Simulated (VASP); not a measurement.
Set up this calculation in VASP 6.6.1, as the native input.

* Task: single point
* Functional: PBE
* Potentials or basis: VASP PAW PBE potentials, release 64 (Fe)
* Cutoff: 520 eV
* k mesh: 16 × 16 × 8
* Occupations: fermi-dirac, width 0.05 eV
* Spin: collinear spin, ferromagnetic start
* Starting moments: [2.579, 2.579] μB
* Dipole correction: no
* Further INCAR settings: ALGO = Normal; EDIFF = 1e-06; NBANDS = 19

The structure of Fe lies in POSCAR:

```
Fe
1.0
    2.5176572888      0.0000000000      0.0000000000
   -1.2588286444      2.1803551701      0.0000000000
    0.0000000000      0.0000000000      4.3745395415
Fe
2
Direct
    0.3333333333      0.6666666667      0.2500000000
    0.6666666667      0.3333333333      0.7500000000
```

The input as run:

INCAR

```
SYSTEM = Fe
ALGO     = Normal         ! electronic algorithm
EDIFF    = 1E-6           ! SCF threshold, eV
ENCUT    = 520            ! plane-wave cutoff, eV
GGA      = PE             ! functional
ISIF     = 2              ! what is computed and relaxed
ISMEAR   = -1             ! smearing method
ISPIN    = 2              ! spin polarisation
LASPH    = .TRUE.         ! aspherical terms in the spheres
LCHARG   = .FALSE.        ! write CHGCAR
LMAXMIX  = 4              ! l up to which the mixer works
LORBIT   = 11             ! projections on sites
LREAL    = .FALSE.        ! projectors in reciprocal space
LWAVE    = .FALSE.        ! write WAVECAR
MAGMOM   = 2.579 2.579    ! initial moments
NBANDS   = 19             ! bands
NELM     = 150            ! most SCF steps
PREC     = Accurate       ! precision mode
SIGMA    = 0.05           ! smearing width, eV
```

KPOINTS

```
k-points
0
G
  16 16 8
  0 0 0
```

Potentials or basis: VASP PAW PBE potentials, release 64 (Fe).

Command:

```bash
$ cat potpaw_PBE.64/Fe/POTCAR > POTCAR
$ mpirun -np 1 vasp_std > vasp.out
```

It gave:

The pressure is 0.6 GPa. The net moment is 5.15 μB per cell, the site moments are Fe +2.56 μB and the valence electrons inside the program's atomic spheres are Fe 7.17.

Run time: 72 s on 1 thread of Intel(R) Xeon(R) 6975P-C (Granite Rapids), on a shared host, peak memory 0.21 GiB.
